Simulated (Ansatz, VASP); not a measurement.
## Two plane-wave programs on Ti3Si2

```xyz
10
Lattice="6.5341 0.0000 0.0000 -3.2670 5.6587 0.0000 0.0000 0.0000 4.4252" Properties=species:S:1:pos:R:3 pbc="T T T"
Ti    3.9132    3.3793    3.3189
Ti   -0.6462    2.2794    1.1063
Ti    4.2370    0.5801    3.3189
Ti   -0.9699    5.0786    1.1063
Ti    1.6509    1.6993    3.3189
Ti    1.6161    3.9594    1.1063
Si    0.0000    3.7725    3.3189
Si    3.2670    1.8862    1.1063
Si    0.0000    0.0000    0.0000
Si    0.0000    0.0000    2.2126
```

Change from the starting cell: species swapped into the Ho3Ru2 type (P6_3/m, No. 176).

Alike in both runs: functional PBE; k mesh 3 × 3 × 4; occupations gaussian, width 0.1 eV; no spin polarisation.

Ansatz relaxed the structure, and its values are those at the end. VASP's run is a single point on that final structure, the one shown.

```csv
,VASP,Ansatz
version,VASP 6.6.1,Ansatz 0.2.0
potentials or method,"VASP PAW PBE potentials, release 64 (Ti_sv, Si), cutoff 520 eV","scalar-relativistic, plane waves, PAW"
valence electrons in the cell,88,88
```

```tsv
	VASP	Ansatz	Ansatz less VASP
gap on the k mesh at the Fermi level (eV)	none	none	-
pressure (GPa)	-0.2	-0.1	+0.04
```

A gap of «none» marks a metal or a gap that the smearing closes.

The k mesh is coarse, so the values compare programs but aren't converged.
